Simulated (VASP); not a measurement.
A run of VASP 6.6.1:

Contents of POSCAR:

```
GaN
1.0
    3.1799996605      0.0000000000      0.0000000000
   -1.5899998303      2.7539604900      0.0000000000
    0.0000000000      0.0000000000      5.1660000000
Ga N
2 2
Direct
    0.3333333333      0.6666666667      0.0000000000
    0.6666666667      0.3333333333      0.5000000000
    0.3149259608      0.6574629804      0.3611944706
    0.6482592941      0.3241296470      0.8611944706
```

The input INCAR.step1:

```
PREC = Accurate
ENCUT = 520
ISMEAR = 0
SIGMA = 0.05
LREAL = F
LASPH = T
NELM = 60
NBANDS = 26
GGA = PE
ALGO = Normal
EDIFF = 1E-4
LWAVE = T
LCHARG = F
```

INCAR.step2

```
PREC = Accurate
ENCUT = 520
EDIFF = 1E-7
ISMEAR = 0
SIGMA = 0.05
LREAL = F
LASPH = T
NELM = 60
ALGO = Normal
ISIF = 2
LWAVE = F
LCHARG = F
METAGGA = R2SCAN
LMIXTAU = T
NBANDS = 26
ISTART = 1
```

Contents of KPOINTS:

```
Automatic mesh
0
Gamma
  12 12 6
```

Potentials or basis: VASP PAW PBE potentials, release 64 (Ga_d, N).

Run with:

```console
$ cat potpaw_PBE.64/Ga_d/POTCAR potpaw_PBE.64/N/POTCAR > POTCAR
$ cp INCAR.step1 INCAR
$ mpirun -np 1 vasp_std > vasp.out
$ cp INCAR.step2 INCAR
$ mpirun -np 1 vasp_std > vasp.out
```

Hardware: 1 thread of Oxide Virtual Turin-like Processor, with other jobs on the host.

Question: How long does it take, and how much memory?

Answer: It took 15 min on 1 thread of Oxide Virtual Turin-like Processor, with other jobs on the host, peak memory 0.31 GiB. Counts: k points 242.
